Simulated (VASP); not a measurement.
# WS2 in VASP: settings compared, part 2 of 2

VASP 6.6.1. Earlier steps stand in the parts before.

## 4. Single point, PBE (atoms moved at random)

Input file INCAR:

```
SYSTEM = WS2
  ALGO = Normal
  EDIFF = 1E-7
  ENCUT = 450
  ISIF = 2
  ISMEAR = 0
  LASPH = .TRUE.
  LCHARG = .FALSE.
  LREAL = .FALSE.
  LWAVE = .FALSE.
  NELM = 100
  PREC = Accurate
  SIGMA = 0.02
```

Input file KPOINTS:

```
k-points
0
Gamma
  8 8 8
```

Input file POSCAR:

```
WS2
1.0
    1.5790000000      0.9116360751      6.1633333333
   -1.5790000000      0.9116360751      6.1633333333
    0.0000000000     -1.8232721501      6.1633333333
W S
1 2
Direct
    0.0046280000     -0.0009530000     -0.0034080000
    0.5872060000      0.5881320000      0.5694370000
    0.7508360000      0.7489690000      0.7510890000
```

Potentials or basis: VASP PAW PBE potentials, release 64 (W_sv, S).

The run is started by

```
$ cat potpaw_PBE.64/W_sv/POTCAR potpaw_PBE.64/S/POTCAR > POTCAR
$ mpirun -np 1 vasp_std > vasp.out
```

OUTCAR:

```text
SYSTEM = WS2
   EDIFF = 1E-7
   ENCUT = 450
   ISIF = 2
   ISMEAR = 0
   LASPH = .TRUE.
   LREAL = .FALSE.
   NELM = 100
   PREC = Accurate

 Found    260 irreducible k-points:

 Following reciprocal coordinates:
            Coordinates               Weight
  0.000000  0.000000  0.000000      1.000000
  0.125000  0.000000  0.000000      2.000000
  0.000000  0.125000  0.000000      2.000000
  0.000000  0.000000  0.125000      2.000000
  0.250000  0.000000  0.000000      2.000000
  0.000000  0.250000  0.000000      2.000000
   k-points           NKPTS =    260   k-points in BZ     NKDIM =    260   number of bands    NBANDS=     17
   number of dos      NEDOS =    301   number of ions     NIONS =      3
   total plane-waves  NPLWV = 110592
   dimension x,y,z NGX =    48 NGY =   48 NGZ =   48
   dimension x,y,z NGXF=    96 NGYF=   96 NGZF=   96
   ions per type =               1   2
   NGX,Y,Z   is equivalent  to a cutoff of  12.42, 12.42, 12.42 a.u.
   NGXF,Y,Z  is equivalent  to a cutoff of  24.83, 24.83, 24.83 a.u.
 SYSTEM =  WS2
   PREC   = accura    normal or accurate (medium, high low for compatibility)
   ISTART =      0    job   : 0-new  1-cont  2-samecut
   ICHARG =      2    charge: 1-file 2-atom 10-const
   ISPIN  =      1    spin polarized calculation?
   LNONCOLLINEAR =      F non collinear calculations
   LSORBIT =      F    spin-orbit coupling
   LASPH  =      T    aspherical Exc in radial PAW
   ENCUT  =  450.0 eV  33.07 Ry    5.75 a.u.  11.12 11.12 11.12*2*pi/ulx,y,z
   NELM   =    100;   NELMIN=  2; NELMDL= -5     # of ELM steps
   EDIFF  = 0.1E-06   stopping-criterion for ELM
   LREAL  =      F    real-space projection
   EDIFFG = 0.1E-05   stopping-criterion for IOM
   NSW    =      0    number of steps for IOM
   IBRION =     -1    ionic relax: 0-MD 1-quasi-New 2-CG
   NFREE  =      0    steps in history (QN), initial steepest desc. (CG)
   ISIF   =      2    stress and relaxation
   ISYM   =      2    0-nonsym 1-usesym 2-fastsym
   POTIM  = 0.5000    time-step for ionic-motion
   TEBEG  =    0.0;   TEEND  =   0.0 temperature during run

   SCALEE = 1.0000    scale energy and forces
   PSTRESS=    0.0 pullay stress
   NELECT =      26.0000    total number of electrons
   NUPDOWN=      -1.0000    fix difference up-down
   EMIN   =  10.00;   EMAX   =-10.00  energy-range for DOS
   EFERMI =   0.00;   METHOD = LEGACY
   ISMEAR =     0;   SIGMA  =   0.02  broadening in eV -4-tet -1-fermi 0-gaus
   EFERMI_NEDOS =   21; number of points for ismear=-14 and -15
   IALGO  =     38    algorithm
   IMIX   =      4    mixing-type and parameters
     AMIX     =   0.40;   BMIX     =  1.00
     AMIX_MAG =   1.60;   BMIX_MAG =  1.00
  volume/ion in A,a.u.               =      17.74       119.74
  Fermi-wavevector in a.u.,A,eV,Ry     =   1.289266  2.436359 22.615687  1.662206
  Thomas-Fermi vector in A             =   2.421169
   LORBIT       =      0    0 simple, 1 ext, 2 COOP (PROOUT), +10 PAW based schemes
   GGA     = PE    functional components
   LHFCALC =     F    Hartree Fock is set to
   AEXX    =    0.0000 exact exchange contribution
   IVDW    =     0    specifies the selected vdW correction
   LEPSILON=     F    determine dielectric tensor
   LRPA    =     F    only Hartree local field effects (RPA)

   CSHIFT  =0.1000    complex shift for real part using Kramers Kronig

   OMEGAMAX=  -1.0    maximum frequency
 non-spin polarized calculation
 Gauss-broadening in eV      SIGMA  =   0.02
  energy-cutoff  :      450.00
  volume of cell :       53.23
 maximum number of plane-waves:      1182
 NGX is ok and might be reduce to    48
   NGX = 23   NGY = 23   NGZ = 23

 number of electron      26.0000001 magnetization

 Free energy of the ion-electron system (eV)
  ---------------------------------------------------
  ext. energy  EPLUGINS =         0.00000000
  ---------------------------------------------------
  free energy    TOTEN  =       -23.60103285 eV

  energy without entropy =      -23.60103285  energy(sigma->0) =      -23.60103285

 E-fermi :   7.6694     XC(G=0): -10.9361

 val. band max:        7.5121999220   @ k =   0.5000   0.5000   0.5000
 cond. band min:       8.6867410188   @ k =  -0.0000  -0.2500   0.1250
 fundamental gap:      1.1745410968
 Fermi energy:         7.6694330162

 k-point     1 :       0.0000    0.0000    0.0000
  band No.  band energies     occupation
      1     -67.1367      2.00000
      2     -31.3995      2.00000
      3     -31.2271      2.00000
      4     -31.2253      2.00000
      5      -8.1839      2.00000
      6      -6.1802      2.00000
[... 9 lines left out ...]
     16      10.0121      0.00000
     17      10.0776      0.00000

 k-point     2 :       0.1250    0.0000    0.0000
  band No.  band energies     occupation
      1     -67.1339      2.00000
      2     -31.3896      2.00000
      3     -31.2812      2.00000
      4     -31.2383      2.00000
      5      -7.9180      2.00000
      6      -6.1057      2.00000
[... 9 lines left out ...]
     16       9.8638      0.00000
     17      10.1715      0.00000

 k-point     3 :       0.0000    0.1250    0.0000
  band No.  band energies     occupation
      1     -67.1339      2.00000
      2     -31.3897      2.00000
      3     -31.2797      2.00000
      4     -31.2397      2.00000
      5      -7.9192      2.00000
      6      -6.1038      2.00000
[... 9 lines left out ...]
     16       9.8156      0.00000
     17      10.2240      0.00000

 k-point     4 :       0.0000    0.0000    0.1250
  band No.  band energies     occupation
      1     -67.1339      2.00000
      2     -31.3896      2.00000
      3     -31.2811      2.00000
      4     -31.2384      2.00000
      5      -7.9178      2.00000
      6      -6.1060      2.00000
[... 9 lines left out ...]
     16       9.8029      0.00000
     17      10.1854      0.00000

 k-point     5 :       0.2500    0.0000    0.0000
  band No.  band energies     occupation
      1     -67.1272      2.00000
      2     -31.4106      2.00000
      3     -31.3656      2.00000
      4     -31.2687      2.00000
      5      -7.2090      2.00000
      6      -5.9079      2.00000
[... 9 lines left out ...]
     16      10.4165      0.00000
     17      10.8988      0.00000

 k-point     6 :       0.0000    0.2500    0.0000
  band No.  band energies     occupation
      1     -67.1272      2.00000
      2     -31.4088      2.00000
      3     -31.3658      2.00000
      4     -31.2699      2.00000
      5      -7.2141      2.00000
      6      -5.9005      2.00000
[... 9 lines left out ...]
     16      10.3823      0.00000
     17      10.9298      0.00000

 [... further k-points ...]

------------------------ aborting loop because EDIFF is reached ----------------------------------------

  FORCE on cell =-STRESS in cart. coord.  units (eV):
  Direction    XX          YY          ZZ          XY          YZ          ZX
  --------------------------------------------------------------------------------------
  -------------------------------------------------------------------------------------
  Total        1.5408710      1.6172425      1.9745669      0.0624463      0.5583924     -0.0552913
  in kB       46.3773926     48.6760332     59.4308445      1.8795206     16.8065861     -1.6641671
  external PRESSURE =      51.4947568 kB  Pullay stress =       0.0000000 kB

 VOLUME and BASIS-vectors are now :
 -----------------------------------------------------------------------------
  energy-cutoff  :      450.00
  volume of cell :       53.23
      direct lattice vectors                 reciprocal lattice vectors
     1.579000000  0.911636075  6.163333333     0.316656111  0.182821491  0.054083288
    -1.579000000  0.911636075  6.163333333    -0.316656111  0.182821491  0.054083288
     0.000000000 -1.823272150  6.163333333     0.000000000 -0.365642982  0.054083288

 POSITION                                       TOTAL-FORCE (eV/Angst)
 -----------------------------------------------------------------------------------
     -1.57019     -0.90207     12.32831        -0.175387      0.124100     -0.485126
     -0.00146      0.03324     10.75363         0.105357     -0.248339     -0.083427
      0.00295     -0.00216     13.87301         0.070030      0.124239      0.568553
 -----------------------------------------------------------------------------------
    total drift:                               -0.000001      0.000001     -0.000059

  FREE ENERGIE OF THE ION-ELECTRON SYSTEM (eV)
  ---------------------------------------------------
  free  energy   TOTEN  =       -23.6010328549 eV

  energy  without entropy=      -23.6010328549  energy(sigma->0) =      -23.60103285
```

It took 11 min on 1 thread of Intel Xeon Platinum 8259CL at 2.50GHz (Skylake/Cascade Lake), shared host; peak memory 0.44 GiB.

What came out:

```
Free energy            : -23.6010 eV
Pressure               : 5.1 GPa
Largest force          : 0.586 eV/Å
Band gap on the k mesh : 1.17 eV (least direct gap 2.23 eV)
```

Forces on the atoms (eV/Å):
```
W   -0.175  0.124 -0.485
S    0.105 -0.248 -0.083
S    0.070  0.124  0.569
```

Stress tensor (GPa, compression positive):
```
 4.64  0.19 -0.17
 0.19  4.87  1.68
-0.17  1.68  5.94
```

Caveat: the cell differs from its parent crystal (atoms moved at random); the cell stands under pressure; spin-orbit coupling is left out, which moves the levels of the heavy elements.

## 5. Single point, BLYP+D4

This run uses another cell than the first one, of 17.74 Å³/atom.

Input file INCAR:

```
SYSTEM = WS2
  PREC = Accurate
  ENCUT = 500
  EDIFF = 1E-6
  ISMEAR = 0
  SIGMA = 0.01
  LREAL = .FALSE.
  LASPH = .TRUE.
  NELM = 120
  ALGO = Normal
  ISIF = 2
  LWAVE = .FALSE.
  LCHARG = .FALSE.
  GGA = B5
  ALDAX = 1.0
  AGGAX = 1.0
  AGGAC = 1.0
  ALDAC = 0.0
  IVDW = 13
  VDW_S6 = 1.0
  VDW_S8 = 2.34076671
  VDW_A1 = 0.44488865
  VDW_A2 = 4.0933009
  NBANDS = 20
  GGA_COMPAT = .FALSE.
```

Input file KPOINTS:

```
Automatic mesh
0
G
  10 10 10
  0 0 0
```

Input file POSCAR:

```
WS2
1.0
    1.5790000000      0.9116360751      6.1633333333
   -1.5790000000      0.9116360751      6.1633333333
    0.0000000000     -1.8232721501      6.1633333333
W S
1 2
Direct
    0.0000000000      0.0000000000      0.0000000000
    0.4190000000      0.4190000000      0.4190000000
    0.2497000000      0.2497000000      0.2497000000
```

The run is started by

```
$ cat potpaw_PBE.64/W_sv/POTCAR potpaw_PBE.64/S/POTCAR > POTCAR
$ mpirun -np 1 vasp_std > vasp.out
```

It took 3.9 min on 1 thread of AMD EPYC 9R45 (Zen 5), shared host; peak memory 0.34 GiB.

Results (log left out):

```
Free energy                : -23.2789 eV
Pressure                   : 4.8 GPa
Largest force              : 0.964 eV/Å
Band gap on the k mesh     : 1.09 eV (least direct gap 2.24 eV)
Dispersion energy per atom : -0.848 eV
```

Forces on the atoms (eV/Å):
```
W    0.000  0.000  0.608
S    0.000  0.000  0.356
S    0.000  0.000 -0.964
```

Stress tensor (GPa, compression positive):
```
5.52 0.00 0.00
0.00 5.52 0.00
0.00 0.00 3.23
```

Levels at points of the mesh, in eV from the valence-band top:
```csv
k point,band 9,band 10,band 11,band 12,band 13,band 14,band 15,band 16,band 17,band 18
"(0.00, 0.00, 0.00)",-3.53,-2.31,-2.31,-1.57,-1.18,2.19,2.19,2.50,2.50,4.90
"(0.50, 0.00, 0.00)",-5.22,-4.15,-2.58,-1.81,-1.63,2.25,2.59,3.69,3.85,4.53
"(0.50, 0.50, 0.00)",-4.92,-4.07,-3.17,-2.00,-1.45,2.21,2.70,3.28,4.34,5.14
"(0.50, 0.50, 0.50)",-3.54,-3.54,-2.28,-2.28,0.00,2.29,2.29,2.36,2.36,5.13
```

Caveat: the cell stands under pressure; the PAW data sets were made with another functional, which shifts forces and pressure a little; spin-orbit coupling is left out, which moves the levels of the heavy elements. A k mesh can miss the band edges.

## 6. Single point, PBE, collinear spin (19.16 Å³/atom)

This run uses another cell than the first one, of 19.16 Å³/atom.

Input file INCAR:

```
PREC = Accurate
ENCUT = 520
EDIFF = 1E-7
ISMEAR = -1
SIGMA = 0.15
LREAL = False
LASPH = True
NELM = 150
ALGO = Normal
ISIF = 2
LWAVE = False
LCHARG = False
ISPIN = 2
MAGMOM = -0.37 0 0
LORBIT = 11
LMAXMIX = 4
GGA = PE
NBANDS = 24
```

Input file KPOINTS:

```
Automatic mesh
0
Gamma
  10 10 10
```

Input file POSCAR:

```
WS2
1.0
    1.6200312119      0.9353254563      6.3234910508
   -1.6200312119      0.9353254563      6.3234910508
    0.0000000000     -1.8706509125      6.3234910508
W S
1 2
Direct
    0.0000000000      0.0000000000      0.0000000000
    0.5810000000      0.5810000000      0.5810000000
    0.7503000000      0.7503000000      0.7503000000
```

Potentials or basis: VASP PAW PBE potentials, release 64 (W_sv, S).

The run is started by

```
$ cat potpaw_PBE.64/W_sv/POTCAR potpaw_PBE.64/S/POTCAR > POTCAR
$ mpirun -np 1 vasp_std > vasp.out
```

OUTCAR:

```text
PREC = Accurate
   ENCUT = 520
   EDIFF = 1E-7
   ISMEAR = -1
   LREAL = False
   LASPH = True
   NELM = 150
   ISIF = 2
   ISPIN = 2
   LORBIT = 11
   GGA = PE

 ion  position               nearest neighbor table
   1  0.000  0.000  0.000-   3 2.45   3 2.45   3 2.45   2 2.48   2 2.48   2 2.48
   2  0.581  0.581  0.581-   1 2.48   1 2.48   1 2.48
   3  0.750  0.750  0.750-   1 2.45   1 2.45   1 2.45

  LATTYP: Found a trigonal (rhomboedric) cell.
 ALAT       =     6.5943819958
 COS(alpha) =     0.8792940837

  Lattice vectors:

 A1 = (   1.6200312119,   0.9353254563,   6.3234910508)
 A2 = (  -1.6200312119,   0.9353254563,   6.3234910508)
 A3 = (   0.0000000000,  -1.8706509125,   6.3234910508)

Analysis of symmetry for initial positions (statically):
=====================================================================
 Subroutine PRICEL returns:
 Original cell was already a primitive cell.

 Routine SETGRP: Setting up the symmetry group for a
[... 1493 lines left out ...]
     24      18.6993      0.00000

 [... further k-points ...]

------------------------ aborting loop because EDIFF is reached ----------------------------------------

  FORCE on cell =-STRESS in cart. coord.  units (eV):
  Direction    XX          YY          ZZ          XY          YZ          ZX
  --------------------------------------------------------------------------------------
  -------------------------------------------------------------------------------------
  Total       -2.4282867     -2.4282867     -2.6222249      0.0000000     -0.0000000      0.0000000
  in kB      -67.6731286    -67.6731286    -73.0779281      0.0000000     -0.0000000      0.0000000
  external PRESSURE =     -69.4747284 kB  Pullay stress =       0.0000000 kB

 VOLUME and BASIS-vectors are now :
 -----------------------------------------------------------------------------
  energy-cutoff  :      520.00
  volume of cell :       57.49
      direct lattice vectors                 reciprocal lattice vectors
     1.620031212  0.935325456  6.323491051     0.308636029  0.178191094  0.052713498
    -1.620031212  0.935325456  6.323491051    -0.308636029  0.178191094  0.052713498
     0.000000000 -1.870650912  6.323491051     0.000000000 -0.356382189  0.052713498

 POSITION                                       TOTAL-FORCE (eV/Angst)
 -----------------------------------------------------------------------------------
      0.00000      0.00000      0.00000         0.000000     -0.000000     -0.507829
      0.00000      0.00000     11.02184         0.000000      0.000000      1.280916
      0.00000      0.00000     14.23355         0.000000     -0.000000     -0.773087
 -----------------------------------------------------------------------------------
    total drift:                                0.000000      0.000000      0.000027

  FREE ENERGIE OF THE ION-ELECTRON SYSTEM (eV)
  ---------------------------------------------------
  free  energy   TOTEN  =       -23.5664267355 eV

  energy  without entropy=      -23.5639974404  energy(sigma->0) =      -23.56521209

 total charge

# of ion       s       p       d       tot
------------------------------------------
    1        2.306   6.286   3.281  11.873
    2        1.361   2.320   0.000   3.681
    3        1.359   2.336   0.000   3.695
--------------------------------------------------
tot          5.026  10.942   3.281  19.249

 magnetization (x)

# of ion       s       p       d       tot
------------------------------------------
    1        0.000   0.000   0.000   0.000
    2        0.000  -0.000   0.000  -0.000
    3        0.000  -0.000   0.000  -0.000
--------------------------------------------------
tot          0.000  -0.000   0.000   0.000
```

stdout:

```text
POSCAR found type information on POSCAR W S
 POSCAR found :  2 types and       3 ions
 scaLAPACK will be used
 LDA part: xc-table for (Slater+PW92), standard interpolation
 POSCAR, INCAR and KPOINTS ok, starting setup
 FFT: planning ... GRIDC
 FFT: planning ... GRID_SOFT
 FFT: planning ... GRID
 WAVECAR not read
 entering main loop
```

Run time: 15 min. Hardware: 1 thread of Intel Xeon Platinum 8259CL at 2.50GHz (Skylake/Cascade Lake), shared host; peak memory 0.58 GiB.

What came out:

- Free energy: -23.5664 eV
- Pressure: -6.9 GPa
- Largest force: 1.281 eV/Å
- Band gap on the k mesh: 1.14 eV (least direct gap 2.02 eV)
- Net moment: 0.00 μB per cell
- Valence electrons inside the program's atomic spheres: W 11.87; S 3.68, 3.69

Forces in eV/Å, atoms in the order of the input:
```
W    0.000  0.000 -0.508
S    0.000  0.000  1.281
S    0.000  0.000 -0.773
```

Caveat: the cell stands under tension; spin-orbit coupling is left out, which moves the levels of the heavy elements; forces of over 1 eV/Å act on the atoms, so gaps and moduli don't describe the material at rest. A k mesh can miss the band edges.

## 7. Summary

```csv
level,spin,cell,k mesh,cutoff (eV),smearing,dipole correction,gap on the mesh (eV),pressure (GPa),largest force (eV/Å)
r2SCAN,off,"a = 6.296 Å, angles 28.4°, 3 atoms, atomic positions A",10 × 10 × 10,520,fermi-dirac 0.05 eV,no,1.12,15.4,1.54
r2SCAN,off,"a = 6.512 Å, angles 28.4°, 3 atoms, atomic positions A",10 × 10 × 10,520,fermi-dirac 0.05 eV,no,1.22,-3.7,0.98
PBE,off,"a = 6.427 Å, angles 28.4°, 3 atoms, atomic positions B",8 × 8 × 8,450,gaussian 0.02 eV,-,1.17,5.1,0.59
BLYP+D4,off,"a = 6.427 Å, angles 28.4°, 3 atoms, atomic positions A",10 × 10 × 10,500,gaussian 0.01 eV,no,1.09,4.8,0.96
PBE,collinear,"a = 6.594 Å, angles 28.4°, 3 atoms, atomic positions A",10 × 10 × 10,520,fermi-dirac 0.15 eV,no,1.14,-6.9,1.28
```

Alike in all rows: task single point; potentials or basis VASP PAW PBE potentials, release 64 (W_sv, S).

Caveats: spin-orbit coupling is left out, which moves the levels of the heavy elements; the cell stands under pressure (at least some runs); the PAW data sets were made with another functional, which shifts forces and pressure a little (at least some runs); the cell stands under tension (at least some runs); forces of over 1 eV/Å act on the atoms, so gaps and moduli don't describe the material at rest (at least some runs).

Total energies depend on the potentials used, so only differences within one code and one set of settings carry meaning.
